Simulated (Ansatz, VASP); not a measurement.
CuAu in VASP and in Ansatz

INCAR

```
PREC = Accurate
ENCUT = 520
EDIFF = 1E-6
ISMEAR = -1
SIGMA = 0.05
LREAL = False
LASPH = True
NELM = 80
ALGO = Normal
ISIF = 2
LWAVE = False
LCHARG = True
GGA = PS
LELF = True
LVHAR = True
NBANDS = 18
```

KPOINTS

```
regular mesh
0
Gamma
  13 13 10
```

POSCAR

```
CuAu
1.0
    2.7428411044      0.0000000000      0.0000000000
    0.0000000000      2.7428411044      0.0000000000
    0.0000000000      0.0000000000      3.5950810190
Cu Au
1 1
Direct
    0.5000000000      0.5000000000      0.5000000000
    0.0000000000      0.0000000000      0.0000000000
```

Input for Ansatz:

```yaml
crystal:
  lattice:
    - [2.7428411044, 0.0, 0.0]
    - [0.0, 2.7428411044, 0.0]
    - [0.0, 0.0, 3.595081019]
  atoms:
    - { symbol: Cu, position: [0.5, 0.5, 0.5] }
    - { symbol: Au, position: [0.0, 0.0, 0.0] }
kpoints:
  mp_grid: { grid: [13, 13, 10] }
  band_path:
    path:
      - [0.0, 0.0, 0.0]
      - [0.0, 0.5, 0.0]
      - [0.5, 0.5, 0.0]
      - [0.0, 0.0, 0.0]
      - [0.0, 0.0, 0.5]
      - [0.0, 0.5, 0.5]
      - [0.5, 0.5, 0.5]
      - [0.0, 0.0, 0.5]
      - [0.0, 0.5, 0.0]
    npoints: 5
scf:
  occupations: { method: fermi_dirac, width: 0.05 }
hamiltonian:
  xc: pbesol
  pseudopotentials: { kind: all_electron, lapw: { basis_error: 0.00025 } }
output:
  forces: true
  stress: true
  eigenvalues: true
```

Change from the starting cell: volume scaled by 0.94.

Alike in both runs: task single point; functional PBEsol; k mesh 13 × 13 × 10; occupations fermi-dirac, width 0.05 eV; no spin polarisation.

|  | VASP | Ansatz |
| --- | --- | --- |
| version | VASP 6.6.1 | Ansatz 0.2.0 |
| potentials or method | VASP PAW PBE potentials, release 64 (Cu, Au), cutoff 520 eV | all-electron LAPW, scalar-relativistic |

VASP gave:

```
pressure (GPa)                                                : 9.8
traceless stress, the component that is largest in VASP (GPa) : -0.19
```

**Question.** What did Ansatz give for the same quantities?

**Answer.** Pressure (GPa): 9.8; traceless stress, the component that is largest in VASP (GPa): -0.31.

VASP's potentials were made for PBE, not for PBEsol. Ansatz ran all-electron here, and VASP with PAW potentials.

Spin-orbit coupling is off throughout.
